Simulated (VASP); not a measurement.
# Ta3Sb4 (P-3m1) in VASP: notebook

Runs on Ta3Sb4. Level: PBE. Tasks: single point.

All numbers are computed with VASP 6.6.1; they aren't measurements. Logs are shortened: lines on timing, memory, paths and dates and some standing lists are left out, and cuts for length are marked.

### Step 1. The cell of the first run

It takes space group P-3m1 (No. 164, trigonal). Conventional cell: a = 3.528 Å, b = 3.528 Å, c = 14.440 Å, α = 90.00°, β = 90.00°, γ = 120.00°. Ta (site symmetry 3m) has 6 Sb at 2.82 to 2.84 Å and 6 Ta at 3.53 Å within 3.7 Å. Ta (site symmetry -3m) has 6 Sb at 2.83 Å and 6 Ta at 3.53 Å within 3.7 Å. Sb (site symmetry 3m) has 6 Ta at 2.83 to 2.84 Å and 6 Sb at 3.53 Å within 3.7 Å. Sb (site symmetry 3m) has 3 Ta at 2.82 Å and 9 Sb at 3.37 to 3.53 Å within 3.7 Å.

### Step 2. Single point, PBE

The input, INCAR:

```
SYSTEM = Ta3Sb4
PREC = Accurate
ENCUT = 520
EDIFF = 1E-6
ISMEAR = 0
SIGMA = 0.1
LREAL = .FALSE.
LASPH = .TRUE.
NELM = 100
ALGO = Normal
ISIF = 2
LWAVE = .FALSE.
LCHARG = .FALSE.
GGA = PE
NBANDS = 36
```

The input, KPOINTS:

```
regular mesh
0
G
  6 6 2
  0 0 0
```

The input, POSCAR:

```
Ta3Sb4
1.0
    3.5276703213      0.0000000000      0.0000000000
   -1.7638351606      3.0550521144      0.0000000000
    0.0000000000      0.0000000000     14.4397997753
Ta Sb
3 4
Direct
    0.0000000000      0.0000000000      0.7274514812
    0.0000000000      0.0000000000      0.2725485188
    0.0000000000      0.0000000000      0.0000000000
    0.3333333333      0.6666666667      0.8641559275
    0.3333333333      0.6666666667      0.4071436712
    0.6666666667      0.3333333333      0.1358440725
    0.6666666667      0.3333333333      0.5928563288
```

Potentials or basis: VASP PAW PBE potentials, release 64 (Ta_pv, Sb).

Run with:

```
cat potpaw_PBE.64/Ta_pv/POTCAR potpaw_PBE.64/Sb/POTCAR > POTCAR
mpirun -np 1 vasp_std > vasp.out
```

OUTCAR:

```text
SYSTEM = Ta3Sb4
   PREC = Accurate
   ENCUT = 520
   EDIFF = 1E-6
   ISMEAR = 0
   LREAL = .FALSE.
   LASPH = .TRUE.
   NELM = 100
   ISIF = 2
   GGA = PE

 ion  position               nearest neighbor table
   1  0.000  0.000  0.727-   7 2.82   7 2.82   7 2.82   4 2.84   4 2.84   4 2.84
   2  0.000  0.000  0.273-   5 2.82   5 2.82   5 2.82   6 2.84   6 2.84   6 2.84
   3  0.000  0.000  0.000-   4 2.83   6 2.83   4 2.83   6 2.83   6 2.83   4 2.83
   4  0.333  0.667  0.864-   3 2.83   3 2.83   3 2.83   1 2.84   1 2.84   1 2.84
   5  0.333  0.667  0.407-   2 2.82   2 2.82   2 2.82   7 3.37   7 3.37   7 3.37
   6  0.667  0.333  0.136-   3 2.83   3 2.83   3 2.83   2 2.84   2 2.84   2 2.84
   7  0.667  0.333  0.593-   1 2.82   1 2.82   1 2.82   5 3.37   5 3.37   5 3.37

  LATTYP: Found a hexagonal cell.
 ALAT       =     3.5276703213
 C/A-ratio  =     4.0932962721

  Lattice vectors:

 A1 = (   3.5276703213,   0.0000000000,   0.0000000000)
 A2 = (  -1.7638351606,   3.0550521144,   0.0000000000)
 A3 = (   0.0000000000,   0.0000000000,  14.4397997753)

Analysis of symmetry for initial positions (statically):
=====================================================================
 Subroutine PRICEL returns:
 Original cell was already a primitive cell.

 Routine SETGRP: Setting up the symmetry group for a
 hexagonal supercell.

 Subroutine GETGRP returns: Found 12 space group operations
 (whereof 12 operations were pure point group operations)
 out of a pool of 24 trial point group operations.

The static configuration has the point symmetry D_3d.

Analysis of symmetry for dynamics (positions and initial velocities):
=====================================================================
 Subroutine PRICEL returns:
 Original cell was already a primitive cell.

 Routine SETGRP: Setting up the symmetry group for a
 hexagonal supercell.

 Subroutine GETGRP returns: Found 12 space group operations
 (whereof 12 operations were pure point group operations)
 out of a pool of 24 trial point group operations.

The dynamic configuration has the point symmetry D_3d.

 Subroutine INISYM returns: Found 12 space group operations
 (whereof 12 operations are pure point group operations),
 and found     1 'primitive' translations

----------------------------------------------------------------------------------------

                                     Primitive cell

  volume of cell :     155.6209

  direct lattice vectors                    reciprocal lattice vectors
     3.527670321  0.000000000  0.000000000     0.283473202  0.163663329  0.000000000
    -1.763835161  3.055052114  0.000000000     0.000000000  0.327326658  0.000000000
     0.000000000  0.000000000 14.439799775     0.000000000  0.000000000  0.069253038

  length of vectors
     3.527670321  3.527670321 14.439799775     0.327326658  0.327326658  0.069253038

  position of ions in fractional coordinates (direct lattice)
     0.000000000  0.000000000  0.727451481
     0.000000000  0.000000000  0.272548519
     0.000000000  0.000000000  0.000000000
     0.333333333  0.666666667  0.864155928
     0.333333333  0.666666667  0.407143671
     0.666666667  0.333333333  0.135844072
     0.666666667  0.333333333  0.592856329

  ion indices of the primitive-cell ions
   primitive index   ion index
                 1           1
                 2           2
                 3           3
                 4           4
                 5           5
                 6           6
                 7           7

----------------------------------------------------------------------------------------

 KPOINTS: regular mesh

Automatic generation of k-mesh.
 Grid dimensions read from file:
 generate k-points for:    6    6    2

 Generating k-lattice:

  Cartesian coordinates                     Fractional coordinates (reciprocal lattice)
     0.047245534  0.027277222  0.000000000     0.166666667  0.000000000  0.000000000
     0.000000000  0.054554443  0.000000000     0.000000000  0.166666667  0.000000000
     0.000000000  0.000000000  0.034626519     0.000000000  0.000000000  0.500000000

  Length of vectors
     0.054554443  0.054554443  0.034626519

  Shift w.r.t. Gamma in fractional coordinates (k-lattice)
     0.000000000  0.000000000  0.000000000

 Subroutine IBZKPT returns following result:
 ===========================================

 Found     14 irreducible k-points:

 Following reciprocal coordinates:
            Coordinates               Weight
  0.000000  0.000000  0.000000      1.000000
  0.166667  0.000000  0.000000      6.000000
  0.333333 -0.000000  0.000000      6.000000
  0.500000  0.000000  0.000000      3.000000
  0.166667  0.166667  0.000000      6.000000
  0.333333  0.166667  0.000000     12.000000
  0.333333  0.333333  0.000000      2.000000
  0.000000  0.000000  0.500000      1.000000
  0.166667  0.000000  0.500000      6.000000
  0.333333 -0.000000  0.500000      6.000000
  0.500000  0.000000  0.500000      3.000000
  0.166667  0.166667  0.500000      6.000000
  0.333333  0.166667  0.500000     12.000000
  0.333333  0.333333  0.500000      2.000000
   k-points           NKPTS =     14   k-points in BZ     NKDIM =     14   number of bands    NBANDS=     36
   number of dos      NEDOS =    301   number of ions     NIONS =      7
   total plane-waves  NPLWV =  84672
   dimension x,y,z NGX =    28 NGY =   28 NGZ =  108
   dimension x,y,z NGXF=    56 NGYF=   56 NGZF=  216
   ions per type =               3   4
   NGX,Y,Z   is equivalent  to a cutoff of  13.20, 13.20, 12.43 a.u.
   NGXF,Y,Z  is equivalent  to a cutoff of  26.39, 26.39, 24.87 a.u.
 SYSTEM =  Ta3Sb4
   PREC   = accura    normal or accurate (medium, high low for compatibility)
   ISTART =      0    job   : 0-new  1-cont  2-samecut
   ICHARG =      2    charge: 1-file 2-atom 10-const
   ISPIN  =      1    spin polarized calculation?
   LNONCOLLINEAR =      F non collinear calculations
   LSORBIT =      F    spin-orbit coupling
   LASPH  =      T    aspherical Exc in radial PAW
   ENCUT  =  520.0 eV  38.22 Ry    6.18 a.u.   6.56  6.56 26.85*2*pi/ulx,y,z
   NELM   =    100;   NELMIN=  2; NELMDL= -5     # of ELM steps
   EDIFF  = 0.1E-05   stopping-criterion for ELM
   LREAL  =      F    real-space projection
   EDIFFG = 0.1E-04   stopping-criterion for IOM
   NSW    =      0    number of steps for IOM
   IBRION =     -1    ionic relax: 0-MD 1-quasi-New 2-CG
   NFREE  =      0    steps in history (QN), initial steepest desc. (CG)
   ISIF   =      2    stress and relaxation
   ISYM   =      2    0-nonsym 1-usesym 2-fastsym
   POTIM  = 0.5000    time-step for ionic-motion
   TEBEG  =    0.0;   TEEND  =   0.0 temperature during run
   PSTRESS=    0.0 pullay stress
   NELECT =      53.0000    total number of electrons
   NUPDOWN=      -1.0000    fix difference up-down
   EMIN   =  10.00;   EMAX   =-10.00  energy-range for DOS
   EFERMI =   0.00;   METHOD = LEGACY
   ISMEAR =     0;   SIGMA  =   0.10  broadening in eV -4-tet -1-fermi 0-gaus
   EFERMI_NEDOS =   21; number of points for ismear=-14 and -15
   IALGO  =     38    algorithm
   IMIX   =      4    mixing-type and parameters
     AMIX     =   0.40;   BMIX     =  1.00
     AMIX_MAG =   1.60;   BMIX_MAG =  1.00
  volume/ion in A,a.u.               =      22.23       150.03
  Fermi-wavevector in a.u.,A,eV,Ry     =   1.143258  2.160444 17.783339  1.307039
  Thomas-Fermi vector in A             =   2.279954
   LORBIT       =      0    0 simple, 1 ext, 2 COOP (PROOUT), +10 PAW based schemes
   GGA     = PE    functional components
   LHFCALC =     F    Hartree Fock is set to
   AEXX    =    0.0000 exact exchange contribution
   IVDW    =     0    specifies the selected vdW correction
   LEPSILON=     F    determine dielectric tensor
   LRPA    =     F    only Hartree local field effects (RPA)
 non-spin polarized calculation
 Gauss-broadening in eV      SIGMA  =   0.10
  energy-cutoff  :      520.00
  volume of cell :      155.62
 maximum number of plane-waves:      4254
 NGX is ok and might be reduce to    28
   NGX = 13   NGY = 13   NGZ = 53

 number of electron      52.9999995 magnetization

 Free energy of the ion-electron system (eV)
  ---------------------------------------------------
  ext. energy  EPLUGINS =         0.00000000
  ---------------------------------------------------
  free energy    TOTEN  =       -51.13345337 eV

  energy without entropy =      -51.10993296  energy(sigma->0) =      -51.12169317

 E-fermi :   8.0081     XC(G=0): -11.1971

 val. band max:        8.0012812016   @ k =   0.1667   0.1667   0.0000
 cond. band min:       8.0323177410   @ k =   0.1667   0.1667   0.0000
 fundamental gap:      0.0310365394
 Fermi energy:         8.0080822707

 k-point     1 :       0.0000    0.0000    0.0000
  band No.  band energies     occupation
      1     -26.8778      2.00000
      2     -26.7050      2.00000
      3     -26.7036      2.00000
      4     -26.6745      2.00000
      5     -26.6745      2.00000
      6     -26.5984      2.00000
[... 28 lines left out ...]
     35      11.6290      0.00000
     36      11.6290      0.00000

 k-point     2 :       0.1667    0.0000    0.0000
  band No.  band energies     occupation
      1     -26.8705      2.00000
      2     -26.7123      2.00000
      3     -26.6976      2.00000
      4     -26.6963      2.00000
      5     -26.6836      2.00000
      6     -26.6363      2.00000
[... 28 lines left out ...]
     35      11.4221      0.00000
     36      11.7657      0.00000

 k-point     3 :       0.3333   -0.0000    0.0000
  band No.  band energies     occupation
      1     -26.8558      2.00000
      2     -26.7866      2.00000
      3     -26.7113      2.00000
      4     -26.7113      2.00000
      5     -26.7015      2.00000
      6     -26.6827      2.00000
[... 28 lines left out ...]
     35      10.7782      0.00000
     36      11.6515      0.00000
[... 352 lines left out ...]
 k-point    13 :       0.3333    0.1667    0.5000
  band No.  band energies     occupation
      1     -26.8484      2.00000
      2     -26.8044      2.00000
      3     -26.7299      2.00000
      4     -26.7290      2.00000
      5     -26.7290      2.00000
      6     -26.6755      2.00000
[... 28 lines left out ...]
     35      11.1126      0.00000
     36      11.3121      0.00000

 k-point    14 :       0.3333    0.3333    0.5000
  band No.  band energies     occupation
      1     -26.8447      2.00000
      2     -26.7787      2.00000
      3     -26.7787      2.00000
      4     -26.7032      2.00000
      5     -26.7032      2.00000
      6     -26.7029      2.00000
[... 28 lines left out ...]
     35      10.6611      0.00000
     36      10.9440      0.00000

------------------------ aborting loop because EDIFF is reached ----------------------------------------

  FORCE on cell =-STRESS in cart. coord.  units (eV):
  Direction    XX          YY          ZZ          XY          YZ          ZX
  --------------------------------------------------------------------------------------
  -------------------------------------------------------------------------------------
  Total       -0.0198771     -0.0198771      0.0390414     -0.0000000     -0.0000000     -0.0000000
  in kB       -0.2046422     -0.2046422      0.4019464     -0.0000000     -0.0000000     -0.0000000
  external PRESSURE =      -0.0024460 kB  Pullay stress =       0.0000000 kB

 VOLUME and BASIS-vectors are now :
 -----------------------------------------------------------------------------
  energy-cutoff  :      520.00
  volume of cell :      155.62
      direct lattice vectors                 reciprocal lattice vectors
     3.527670321  0.000000000  0.000000000     0.283473202  0.163663329  0.000000000
    -1.763835161  3.055052114  0.000000000     0.000000000  0.327326658  0.000000000
     0.000000000  0.000000000 14.439799775     0.000000000  0.000000000  0.069253038

 POSITION                                       TOTAL-FORCE (eV/Angst)
 -----------------------------------------------------------------------------------
      0.00000      0.00000     10.50425         0.000000     -0.000000     -0.009623
      0.00000      0.00000      3.93555        -0.000000      0.000000      0.009623
      0.00000      0.00000      0.00000        -0.000000     -0.000000      0.000000
     -0.00000      2.03670     12.47824        -0.000000     -0.000000      0.003582
     -0.00000      2.03670      5.87907        -0.000000      0.000000      0.012181
      1.76384      1.01835      1.96156         0.000000      0.000000     -0.003582
      1.76384      1.01835      8.56073         0.000000     -0.000000     -0.012181
 -----------------------------------------------------------------------------------
    total drift:                               -0.000000      0.000000      0.000000

  FREE ENERGIE OF THE ION-ELECTRON SYSTEM (eV)
  ---------------------------------------------------
  free  energy   TOTEN  =       -51.1334533745 eV

  energy  without entropy=      -51.1099329611  energy(sigma->0) =      -51.12169317
```

Run time: 84 s. Hardware: 1 thread of Intel Xeon Platinum 8488C (Sapphire Rapids), shared host; peak memory 0.29 GiB.

What came out:

```yaml
Free_energy: -51.1335 eV
Pressure: 0.0 GPa
Largest_force: 0.012 eV/Å
```

Forces in eV/Å, atoms in the order of the input:
```
Ta   0.000  0.000 -0.010
Ta   0.000  0.000  0.010
Ta   0.000  0.000  0.000
Sb   0.000  0.000  0.004
Sb   0.000  0.000  0.012
Sb   0.000  0.000 -0.004
Sb   0.000  0.000 -0.012
```

Caveat: spin-orbit coupling is left out, which moves the levels of the heavy elements.

### Step 3. Single point, PBE

This run uses another cell than the first one, of 31.12 Å³/atom, 1.400 times its volume.

The input, INCAR:

```
ALGO     = Normal         # electronic algorithm
EDIFF    = 1E-6           # SCF threshold, eV
ENCUT    = 520            # plane-wave cutoff, eV
GGA      = PE             # functional
ISIF     = 2              # what is computed and relaxed
ISMEAR   = 0              # smearing method
LASPH    = T              # aspherical terms in the spheres
LCHARG   = F              # write CHGCAR
LREAL    = F              # projectors in reciprocal space
LWAVE    = F              # write WAVECAR
NBANDS   = 36             # bands
NELM     = 100            # most SCF steps
PREC     = Accurate       # precision mode
SIGMA    = 0.1            # smearing width, eV
```

The input, KPOINTS:

```
k-points
0
Gamma
  6 6 2
```

The input, POSCAR:

```
Ta3Sb4
1.0
    4.3294964000      0.0000000000      0.0000000000
   -2.1647482000      3.7494538700      0.0000000000
    0.0000000000      0.0000000000     13.4214388500
Ta Sb
3 4
Direct
    0.0000000000      0.0000000000      0.7500000000
    0.0000000000      0.0000000000      0.2500000000
    0.0000000000      0.0000000000      0.0000000000
    0.3333333300      0.6666666700      0.8750000000
    0.3333333300      0.6666666700      0.3750000000
    0.6666666700      0.3333333300      0.1250000000
    0.6666666700      0.3333333300      0.6250000000
```

Potentials or basis: VASP PAW PBE potentials, release 64 (Ta_pv, Sb).

Run with:

```
cat potpaw_PBE.64/Ta_pv/POTCAR potpaw_PBE.64/Sb/POTCAR > POTCAR
mpirun -np 1 vasp_std > vasp.out
```

It took 2 min on 1 thread of Intel Xeon Platinum 8488C (Sapphire Rapids), shared host; peak memory 0.35 GiB.

It converged, with:

| Quantity | Value |
| --- | --- |
| Free energy | -48.4209 eV |
| Pressure | -12.2 GPa |
| Largest force | 1.388 eV/Å |

Forces in eV/Å, atoms in the order of the input:
```
Ta   0.000  0.000 -0.003
Ta   0.000  0.000  0.003
Ta   0.000  0.000  0.000
Sb   0.000  0.000  0.310
Sb   0.000  0.000 -1.388
Sb   0.000  0.000 -0.310
Sb   0.000  0.000  1.388
```

Stress tensor (GPa, compression positive):
```
-11.99   0.00   0.00
  0.00 -11.99   0.00
  0.00   0.00 -12.69
```

Levels at points of the mesh, in eV from the Fermi level:
```tsv
k point	band 23	band 24	band 25	band 26	band 27	band 28	band 29	band 30	band 31	band 32
(0.00, 0.00, 0.00)	-0.85	-0.60	-0.60	-0.02	-0.02	0.35	0.65	0.65	0.73	0.73
(0.50, 0.00, 0.00)	-1.59	-0.96	-0.91	-0.77	-0.23	0.36	0.49	0.61	0.72	0.76
(0.00, 0.00, 0.50)	-0.60	-0.60	-0.14	-0.03	-0.03	0.24	0.36	0.64	0.64	0.66
(0.50, 0.00, 0.50)	-1.21	-1.13	-1.11	-0.74	0.09	0.35	0.39	0.49	0.73	0.75
```

Caveat: spin-orbit coupling is left out, which moves the levels of the heavy elements; forces of over 1 eV/Å act on the atoms, so gaps and moduli don't describe the material at rest.
